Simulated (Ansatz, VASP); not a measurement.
**In in VASP and in Ansatz**

```
CELL_PARAMETERS angstrom
-1.64665 1.62191 2.47395
1.62191 -1.64665 2.47395
1.63039 1.63039 -2.49021
ATOMIC_POSITIONS crystal
In 0.00000 0.00000 0.00000
```

Change from the starting cell: equal xy, yz and zx shear strains of -1 %, crystal datasets.

Alike in both runs: task electric field gradients; functional LDA; k mesh 14 × 14 × 14; occupations fermi-dirac, width 0.05 eV; no spin polarisation.

|  | VASP | Ansatz |
| --- | --- | --- |
| version | VASP 6.6.1 | Ansatz 0.2.0 |
| potentials or method | VASP PAW LDA potentials, release 64 (In_d), cutoff 520 eV | all-electron PAW with datasets made for the crystal, scalar-relativistic |

Ansatz gave:

- pressure (GPa): -2.7
- traceless stress, the component that is largest in VASP (GPa): 0.23
- size of Vzz on the site where it differs most (V/Å²): 22.0

Estimate VASP's values.

pressure (GPa): -2.7; traceless stress, the component that is largest in VASP (GPa): 0.24; size of Vzz on the site where it differs most (V/Å²): 22.0.

LDA's correlation is that of Perdew and Zunger in VASP and of Perdew and Wang (1992) in Ansatz. Ansatz ran all-electron here, and VASP with PAW potentials.
